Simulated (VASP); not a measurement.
# Al2Au (Fm-3m) in VASP: further runs, part 2 of 2

VASP 6.6.1. The steps go on from the part before.

**4. Vibrations by perturbation theory, LDA**

This run uses another cell than the first one, of 17.62 Å³/atom.

The input, INCAR:

```
ALGO = Normal
EDIFF = 1E-8
ENCUT = 520
IBRION = 8
ISIF = 2
ISMEAR = -1
LASPH = T
LCHARG = F
LREAL = F
LWAVE = F
NBANDS = 16
NELM = 60
NSW = 1
PREC = Accurate
SIGMA = 0.05
```

The input, KPOINTS:

```
k-points
0
Gamma
  10 10 10
```

The input, POSCAR:

```
Al2Au
1.0
    0.0000000000      2.9788522805      2.9788522805
    2.9788522805      0.0000000000      2.9788522805
    2.9788522805      2.9788522805      0.0000000000
Al Au
2 1
Direct
    0.2500000000      0.2500000000      0.2500000000
    0.7500000000      0.7500000000      0.7500000000
    0.0000000000      0.0000000000      0.0000000000
```

Potentials or basis: VASP PAW LDA potentials, release 64 (Al, Au).

Started as:

```sh
> cat potpaw_LDA.64/Al/POTCAR potpaw_LDA.64/Au/POTCAR > POTCAR
> mpirun -np 1 vasp_std > vasp.out
```

OUTCAR:

```text
EDIFF = 1E-8
   ENCUT = 520
   IBRION = 8
   ISIF = 2
   ISMEAR = -1
   LASPH = T
   LREAL = F
   NELM = 60
   NSW = 1
   PREC = Accurate

 ion  position               nearest neighbor table
   1  0.250  0.250  0.250-   3 2.58   3 2.58   3 2.58   3 2.58   2 2.98   2 2.98   2 2.98   2 2.98
                             2 2.98   2 2.98
   2  0.750  0.750  0.750-   3 2.58   3 2.58   3 2.58   3 2.58   1 2.98   1 2.98   1 2.98   1 2.98
                             1 2.98   1 2.98
   3  0.000  0.000  0.000-   2 2.58   2 2.58   2 2.58   1 2.58   2 2.58   1 2.58   1 2.58   1 2.58

  LATTYP: Found a face centered cubic cell.
 ALAT       =     5.9577045610

  Lattice vectors:

 A1 = (   0.0000000000,   2.9788522805,   2.9788522805)
 A2 = (   2.9788522805,   0.0000000000,   2.9788522805)
 A3 = (   2.9788522805,   2.9788522805,   0.0000000000)

Analysis of symmetry for initial positions (statically):
=====================================================================
 Subroutine PRICEL returns:
 Original cell was already a primitive cell.

 Routine SETGRP: Setting up the symmetry group for a
 face centered cubic supercell.

 Subroutine GETGRP returns: Found 48 space group operations
 (whereof 48 operations were pure point group operations)
 out of a pool of 48 trial point group operations.

The static configuration has the point symmetry O_h .

Analysis of symmetry for dynamics (positions and initial velocities):
=====================================================================
 Subroutine PRICEL returns:
 Original cell was already a primitive cell.

 Routine SETGRP: Setting up the symmetry group for a
 face centered cubic supercell.

 Subroutine GETGRP returns: Found 48 space group operations
 (whereof 48 operations were pure point group operations)
 out of a pool of 48 trial point group operations.

The dynamic configuration has the point symmetry O_h .

 Subroutine INISYM returns: Found 48 space group operations
 (whereof 48 operations are pure point group operations),
 and found     1 'primitive' translations

----------------------------------------------------------------------------------------

                                     Primitive cell

  volume of cell :      52.8661

  direct lattice vectors                    reciprocal lattice vectors
     0.000000000  2.978852280  2.978852280    -0.167849881  0.167849881  0.167849881
     2.978852280  0.000000000  2.978852280     0.167849881 -0.167849881  0.167849881
     2.978852280  2.978852280  0.000000000     0.167849881  0.167849881 -0.167849881

  length of vectors
     4.212733295  4.212733295  4.212733295     0.290724521  0.290724521  0.290724521

  position of ions in fractional coordinates (direct lattice)
     0.250000000  0.250000000  0.250000000
[... 579 lines left out ...]
      5       1.8777      2.00000
      6       2.3260      2.00000
[... 8 lines left out ...]
     15      16.9214      0.00000
     16      18.4640      0.00000

 [... further k-points ...]

------------------------ aborting loop because EDIFF is reached ----------------------------------------

  FORCE on cell =-STRESS in cart. coord.  units (eV):
  Direction    XX          YY          ZZ          XY          YZ          ZX
  --------------------------------------------------------------------------------------
  -------------------------------------------------------------------------------------
  Total        0.0576813      0.0576813      0.0576813     -0.0000000     -0.0000000     -0.0000000
  in kB        1.7481084      1.7481084      1.7481084     -0.0000000     -0.0000000     -0.0000000
  external PRESSURE =       1.7481084 kB  Pullay stress =       0.0000000 kB

 VOLUME and BASIS-vectors are now :
 -----------------------------------------------------------------------------
  energy-cutoff  :      520.00
  volume of cell :       52.87
      direct lattice vectors                 reciprocal lattice vectors
     0.000000000  2.978852280  2.978852280    -0.167849881  0.167849881  0.167849881
     2.978852280  0.000000000  2.978852280     0.167849881 -0.167849881  0.167849881
     2.978852280  2.978852280  0.000000000     0.167849881  0.167849881 -0.167849881

 POSITION                                       TOTAL-FORCE (eV/Angst)
 -----------------------------------------------------------------------------------
      1.48943      1.48943      1.48943        -0.000000     -0.000000      0.000000
      4.46828      4.46828      4.46828         0.000000      0.000000     -0.000000
      0.00000      0.00000      0.00000         0.000000      0.000000      0.000000
 -----------------------------------------------------------------------------------
    total drift:                                0.000000     -0.000000      0.000000

  FREE ENERGIE OF THE ION-ELECTRON SYSTEM (eV)
  ---------------------------------------------------
  free  energy   TOTEN  =       -14.2938661962 eV

  energy  without entropy=      -14.2875594421  energy(sigma->0) =      -14.29071282

[... ionic steps 2 to 9 ...]

--------------------------------------- Ionic step       10  -------------------------------------------

 Free energy of the ion-electron system (eV)
  ---------------------------------------------------
  ---------------------------------------------------
  free energy    TOTEN  =        -0.28775990 eV

  energy without entropy =       -0.28775990

------------------------ aborting loop because EDIFF is reached ----------------------------------------

 INTERNAL STRAIN TENSOR  FOR ION    3  DIRECTION 1   (eV/Angst):
 -----------------------------------------------------------------------------
     0.01033  0.00000  0.00000
    -0.00000 -0.00346  0.00000
     0.00000  0.00000 -0.00346

 INTERNAL STRAIN TENSOR FOR ION    3 for displacements in x,y,z  (eV/Angst):
          X           Y           Z          XY          YZ          ZX
  --------------------------------------------------------------------------------
  x     0.00000     0.00000     0.00000     0.00000     0.00000     0.00000
  y     0.00000     0.00000     0.00000     0.00000     0.00000     0.00000
  z     0.00000     0.00000     0.00000     0.00000     0.00000     0.00000

 SECOND DERIVATIVES (NOT SYMMETRIZED)
 ------------------------------------
               1X          1Y          1Z          2X          2Y          2Z          3X          3Y          3Z
  1X    -5.766399   -0.000000   -0.000000    1.483548    0.000000    0.000000    4.282851    0.000000    0.000000
  1Y    -0.000000   -5.766399    0.000000    0.000000    1.483548   -0.000000    0.000000    4.282851    0.000000
  1Z    -0.000000    0.000000   -5.766399    0.000000   -0.000000    1.483548    0.000000    0.000000    4.282851
  2X     1.483548    0.000000    0.000000   -5.766399   -0.000000   -0.000000    4.282851    0.000000    0.000000
  2Y     0.000000    1.483548   -0.000000   -0.000000   -5.766399    0.000000    0.000000    4.282851    0.000000
  2Z     0.000000   -0.000000    1.483548   -0.000000    0.000000   -5.766399    0.000000    0.000000    4.282851
  3X     4.272164    0.000000    0.000000    4.272164    0.000000    0.000000   -8.544328    0.000000    0.000000
  3Y     0.000000    4.272164    0.000000    0.000000    4.272164    0.000000    0.000000   -8.544328    0.000000
  3Z     0.000000    0.000000    4.272164    0.000000    0.000000    4.272164    0.000000    0.000000   -8.544328

 Eigenvectors and eigenvalues of the dynamical matrix
 ----------------------------------------------------

   1 f  =    8.103808 THz    50.917725 2PiTHz  270.313923 cm-1    33.514640 meV
             X         Y         Z           dx          dy          dz
      1.489426  1.489426  1.489426    -0.239144   -0.224347   -0.626481
      4.468278  4.468278  4.468278     0.239144    0.224347    0.626481
      0.000000  0.000000  0.000000    -0.000000    0.000000    0.000000
[... 43 lines left out ...]
   9 f/i=    0.003605 THz     0.022649 2PiTHz    0.120240 cm-1     0.014908 meV
             X         Y         Z           dx          dy          dz
      1.489426  1.489426  1.489426     0.327588   -0.000000    0.000000
      4.468278  4.468278  4.468278     0.327588   -0.000000   -0.000000
      0.000000  0.000000  0.000000     0.886212    0.000000    0.000000

--------------------------------------------------------------------------------------------------------

 ELASTIC MODULI CONTR FROM IONIC RELAXATION (kBar)
 Direction    XX          YY          ZZ          XY          YZ          ZX
 --------------------------------------------------------------------------------
 XX          -0.0000      0.0000     -0.0000     -0.0000     -0.0000      0.0000
 YY           0.0000     -0.0000     -0.0000     -0.0000      0.0000     -0.0000
 ZZ          -0.0000     -0.0000     -0.0000     -0.0000     -0.0000     -0.0000
 XY          -0.0000     -0.0000     -0.0000   -347.1049     -0.0000     -0.0000
 YZ          -0.0000      0.0000     -0.0000     -0.0000   -347.1049      0.0000
 ZX           0.0000     -0.0000     -0.0000     -0.0000      0.0000   -347.1049
 --------------------------------------------------------------------------------
```

OSZICAR:

```text
N       E                     dE             d eps       ncg     rms          rms(c)
DAV:   1     0.526546039593E+02    0.52655E+02   -0.70426E+03  1584   0.885E+02
DAV:   2    -0.143454230891E+02   -0.67000E+02   -0.61372E+02  1856   0.172E+02
DAV:   3    -0.156502703609E+02   -0.13048E+01   -0.13013E+01  1928   0.227E+01
DAV:   4    -0.156588337958E+02   -0.85634E-02   -0.85630E-02  1792   0.217E+00
[... 38 lines left out ...]
RMM:  11    -0.287759877878E+00   -0.12407E-06   -0.21002E-09  5890   0.481E-05    0.117E-06
RMM:  12    -0.287759910141E+00   -0.32263E-07   -0.71615E-09  6238   0.172E-05    0.135E-06
RMM:  13    -0.287759896143E+00    0.13997E-07    0.18541E-09  5218   0.106E-05    0.184E-07
RMM:  14    -0.287759898268E+00   -0.21244E-08    0.79583E-10  3278   0.932E-06    0.127E-07
 Linear response finished
```

Run time: 3.7 min. Hardware: 1 thread of Intel Xeon Platinum 8259CL at 2.50GHz (Skylake/Cascade Lake), shared host; peak memory 0.41 GiB.

What came out:

```
Highest phonon frequency at Γ : 270 cm⁻¹
```

Phonon frequencies in cm⁻¹ (negative: imaginary):
| q point | frequencies |
| --- | --- |
| (0.000, 0.000, 0.000) | 0 0 0 234 234 234 270 270 270 |

Caveat: spin-orbit coupling is left out, which moves the levels of the heavy elements.

**5. Vibrations by perturbation theory, LDA (18.15 Å³/atom)**

This run uses another cell than the first one, of 18.15 Å³/atom.

The input, INCAR:

```
SYSTEM = Al2Au
PREC = Accurate
ENCUT = 520
EDIFF = 1E-8
ISMEAR = -1
SIGMA = 0.05
LREAL = .False.
LASPH = .True.
NELM = 100
ALGO = Normal
ISIF = 2
LWAVE = .False.
LCHARG = .False.
IBRION = 8
NSW = 1
```

The input, KPOINTS:

```
regular mesh
0
Gamma
  10 10 10
  0 0 0
```

The input, POSCAR:

```
Al2Au
1.0
    0.0000000000      3.0083477856      3.0083477856
    3.0083477856      0.0000000000      3.0083477856
    3.0083477856      3.0083477856      0.0000000000
Al Au
2 1
Direct
    0.2500000000      0.2500000000      0.2500000000
    0.7500000000      0.7500000000      0.7500000000
    0.0000000000      0.0000000000      0.0000000000
```

Potentials or basis: VASP PAW LDA potentials, release 64 (Al, Au).

Started as:

```sh
> cat potpaw_LDA.64/Al/POTCAR potpaw_LDA.64/Au/POTCAR > POTCAR
> mpirun -np 1 vasp_std > vasp.out
```

OUTCAR:

```text
SYSTEM = Al2Au
   PREC = Accurate
   ENCUT = 520
   EDIFF = 1E-8
   ISMEAR = -1
   LREAL = .False.
   LASPH = .True.
   NELM = 100
   ISIF = 2
   IBRION = 8
   NSW = 1

 ion  position               nearest neighbor table
   1  0.250  0.250  0.250-   3 2.61   3 2.61   3 2.61   3 2.61   2 3.01   2 3.01   2 3.01   2 3.01
                             2 3.01   2 3.01
   2  0.750  0.750  0.750-   3 2.61   3 2.61   3 2.61   3 2.61   1 3.01   1 3.01   1 3.01   1 3.01
                             1 3.01   1 3.01
   3  0.000  0.000  0.000-   2 2.61   2 2.61   2 2.61   1 2.61   2 2.61   1 2.61   1 2.61   1 2.61

  LATTYP: Found a face centered cubic cell.
 ALAT       =     6.0166955712

  Lattice vectors:

 A1 = (   0.0000000000,   3.0083477856,   3.0083477856)
 A2 = (   3.0083477856,   0.0000000000,   3.0083477856)
 A3 = (   3.0083477856,   3.0083477856,   0.0000000000)

Analysis of symmetry for initial positions (statically):
=====================================================================
 Subroutine PRICEL returns:
 Original cell was already a primitive cell.

 Routine SETGRP: Setting up the symmetry group for a
 face centered cubic supercell.

 Subroutine GETGRP returns: Found 48 space group operations
 (whereof 48 operations were pure point group operations)
 out of a pool of 48 trial point group operations.

The static configuration has the point symmetry O_h .

Analysis of symmetry for dynamics (positions and initial velocities):
=====================================================================
 Subroutine PRICEL returns:
 Original cell was already a primitive cell.
[... 557 lines left out ...]
  free  energy   TOTEN  =       -14.2789826546 eV

  energy  without entropy=      -14.2729074848  energy(sigma->0) =      -14.27594507

[... ionic steps 2 to 9 ...]

--------------------------------------- Ionic step       10  -------------------------------------------

 Free energy of the ion-electron system (eV)
  ---------------------------------------------------
  ---------------------------------------------------
  free energy    TOTEN  =        -0.28813747 eV

  energy without entropy =       -0.28813747

------------------------ aborting loop because EDIFF is reached ----------------------------------------

 INTERNAL STRAIN TENSOR  FOR ION    3  DIRECTION 1   (eV/Angst):
 -----------------------------------------------------------------------------
     0.02739 -0.00000  0.00000
    -0.00000 -0.01134  0.00000
     0.00000  0.00000 -0.01134

 INTERNAL STRAIN TENSOR FOR ION    3 for displacements in x,y,z  (eV/Angst):
          X           Y           Z          XY          YZ          ZX
  --------------------------------------------------------------------------------
  x     0.00000     0.00000     0.00000     0.00000     0.00000     0.00000
  y     0.00000     0.00000     0.00000     0.00000     0.00000     0.00000
  z     0.00000     0.00000     0.00000     0.00000     0.00000     0.00000

 SECOND DERIVATIVES (NOT SYMMETRIZED)
 ------------------------------------
               1X          1Y          1Z          2X          2Y          2Z          3X          3Y          3Z
  1X    -5.124889    0.000000    0.000000    1.350336   -0.000000   -0.000000    3.774553    0.000000    0.000000
  1Y     0.000000   -5.124889    0.000000   -0.000000    1.350336    0.000000    0.000000    3.774553    0.000000
  1Z     0.000000    0.000000   -5.124889   -0.000000    0.000000    1.350336    0.000000    0.000000    3.774553
  2X     1.350336   -0.000000   -0.000000   -5.124889    0.000000    0.000000    3.774553    0.000000    0.000000
  2Y    -0.000000    1.350336    0.000000    0.000000   -5.124889    0.000000    0.000000    3.774553    0.000000
  2Z    -0.000000    0.000000    1.350336    0.000000    0.000000   -5.124889    0.000000    0.000000    3.774553
  3X     3.764373    0.000000    0.000000    3.764373    0.000000    0.000000   -7.528746    0.000000    0.000000
  3Y     0.000000    3.764373    0.000000    0.000000    3.764373    0.000000    0.000000   -7.528746    0.000000
  3Z     0.000000    0.000000    3.764373    0.000000    0.000000    3.764373    0.000000    0.000000   -7.528746

 Eigenvectors and eigenvalues of the dynamical matrix
 ----------------------------------------------------

   1 f  =    7.658595 THz    48.120374 2PiTHz  255.463246 cm-1    31.673392 meV
             X         Y         Z           dx          dy          dz
      1.504174  1.504174  1.504174    -0.397326    0.459967    0.361335
      4.512522  4.512522  4.512522     0.397326   -0.459967   -0.361335
      0.000000  0.000000  0.000000    -0.000000    0.000000    0.000000
[... 43 lines left out ...]
   9 f/i=    0.003658 THz     0.022982 2PiTHz    0.122010 cm-1     0.015127 meV
             X         Y         Z           dx          dy          dz
      1.504174  1.504174  1.504174    -0.326925   -0.020421   -0.000000
      4.512522  4.512522  4.512522    -0.326925   -0.020421    0.000000
      0.000000  0.000000  0.000000    -0.884507   -0.055249    0.000000

--------------------------------------------------------------------------------------------------------

 ELASTIC MODULI CONTR FROM IONIC RELAXATION (kBar)
 Direction    XX          YY          ZZ          XY          YZ          ZX
 --------------------------------------------------------------------------------
 XX          -0.0000      0.0000      0.0000      0.0000     -0.0000      0.0000
 YY           0.0000     -0.0000      0.0000      0.0000      0.0000     -0.0000
 ZZ           0.0000      0.0000     -0.0000     -0.0000      0.0000      0.0000
 XY           0.0000      0.0000     -0.0000   -262.5227     -0.0000     -0.0000
 YZ          -0.0000      0.0000      0.0000     -0.0000   -262.5227      0.0000
 ZX           0.0000     -0.0000      0.0000     -0.0000      0.0000   -262.5227
 --------------------------------------------------------------------------------
```

OSZICAR:

```text
N       E                     dE             d eps       ncg     rms          rms(c)
DAV:   1     0.586860466604E+02    0.58686E+02   -0.71346E+03  1152   0.117E+03
DAV:   2    -0.136450384302E+02   -0.72331E+02   -0.66044E+02  1260   0.205E+02
DAV:   3    -0.155853516986E+02   -0.19403E+01   -0.19182E+01  1424   0.328E+01
DAV:   4    -0.155997674802E+02   -0.14416E-01   -0.14411E-01  1296   0.339E+00
[... 40 lines left out ...]
RMM:  10    -0.288137348995E+00   -0.24838E-06   -0.20746E-08  4332   0.160E-04    0.180E-05
RMM:  11    -0.288137420482E+00   -0.71487E-07   -0.14802E-08  4221   0.131E-04    0.231E-06
RMM:  12    -0.288137484712E+00   -0.64230E-07   -0.19966E-08  4426   0.983E-05    0.174E-06
RMM:  13    -0.288137464828E+00    0.19884E-07   -0.17755E-08  3460   0.887E-05    0.746E-07
RMM:  14    -0.288137468201E+00   -0.33738E-08   -0.16713E-08  3431   0.881E-05    0.125E-07
 Linear response finished
```

It took 3.5 min on 1 thread of Intel Xeon Platinum 8259CL at 2.50GHz (Skylake/Cascade Lake), shared host; peak memory 0.37 GiB.

What came out:

```yaml
Highest_phonon_frequency_at_Γ: 255 cm⁻¹
```

Phonon frequencies in cm⁻¹ (negative: imaginary):
| q point | frequencies |
| --- | --- |
| (0.000, 0.000, 0.000) | 0 0 0 220 220 220 255 255 255 |

Caveat: the cell stands under pressure or tension, which shifts response properties; spin-orbit coupling is left out, which moves the levels of the heavy elements.
